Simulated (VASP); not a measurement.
A run of VASP 6.6.1:

The input INCAR:

```
SYSTEM = Re2P3
ALGO     = Normal         ! electronic algorithm
EDIFF    = 1E-6           ! SCF threshold, eV
EDIFFG   = -0.01          ! ionic threshold
ENCUT    = 600            ! plane-wave cutoff, eV
GGA      = PE             ! functional
IBRION   = 2              ! ionic algorithm
ISIF     = 3              ! what is computed and relaxed
ISMEAR   = 0              ! smearing method
IVDW     = 12             ! dispersion correction
LASPH    = .True.         ! aspherical terms in the spheres
LCHARG   = .False.        ! write CHGCAR
LREAL    = .False.        ! projectors in reciprocal space
LWAVE    = .False.        ! write WAVECAR
NELM     = 80             ! most SCF steps
NSW      = 100            ! ionic steps
PREC     = Accurate       ! precision mode
SIGMA    = 0.1            ! smearing width, eV
```

File KPOINTS:

```
k-points
0
Gamma
  12 12 4
  0 0 0
```

POSCAR

```
Re2P3
1.0
    2.9211946000      0.0000000000      0.0000000000
   -1.4605973000      2.5298287330      0.0000000000
    0.0000000000      0.0000000000      9.6281554332
Re P
2 3
Direct
    0.3333333333      0.6666666667      0.7987823606
    0.6666666667      0.3333333333      0.2012176394
    0.6666666667      0.3333333333      0.6247269795
    0.0000000000      0.0000000000      0.0000000000
    0.3333333333      0.6666666667      0.3752730205
```

Potentials or basis: VASP PAW PBE potentials, release 64 (Re, P).

Launch:

```sh
$ cat potpaw_PBE.64/Re/POTCAR potpaw_PBE.64/P/POTCAR > POTCAR
$ mpirun -np 1 vasp_std > vasp.out
```

Hardware: 1 thread of Intel(R) Xeon(R) 6975P-C (Granite Rapids), with other jobs on the host.

**Question.** Estimate the wall time of this run.

**Answer.** Run time: 5 min on 1 thread of Intel(R) Xeon(R) 6975P-C (Granite Rapids) (shared host), peak memory 0.29 GiB. Counts: scf iterations 88, k points 69, ion steps 14.
